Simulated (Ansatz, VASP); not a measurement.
# Ag in VASP and in Ansatz

```
CELL_PARAMETERS angstrom
-1.34493 1.34493 1.34493
1.34493 -1.34493 1.34493
1.34493 1.34493 -1.34493
ATOMIC_POSITIONS crystal
Ag 0.00000 0.00000 0.00000
```

Change from the starting cell: volume scaled by 0.58, LAPW.

Alike in both runs: task single point; functional PBEsol; k mesh 18 × 18 × 18; occupations fermi-dirac, width 0.08 eV; no spin polarisation.

```csv
,VASP,Ansatz
version,VASP 6.6.1,Ansatz 0.2.0
potentials or method,"VASP PAW PBE potentials, release 64 (Ag), cutoff 520 eV","all-electron LAPW, scalar-relativistic"
```

Ansatz gave:

| Property | Result |
| --- | --- |
| pressure (GPa) | 283.3 |

Question: What did VASP give for the same quantities?

Answer: Pressure (GPa): 282.4.

VASP's potentials were made for PBE, not for PBEsol. Both programs put the cell under a high pressure, so it lies far from rest at this level. Ansatz ran all-electron here, and VASP with PAW potentials.

Noted on VASP's run: the cell as given lies far from equilibrium.
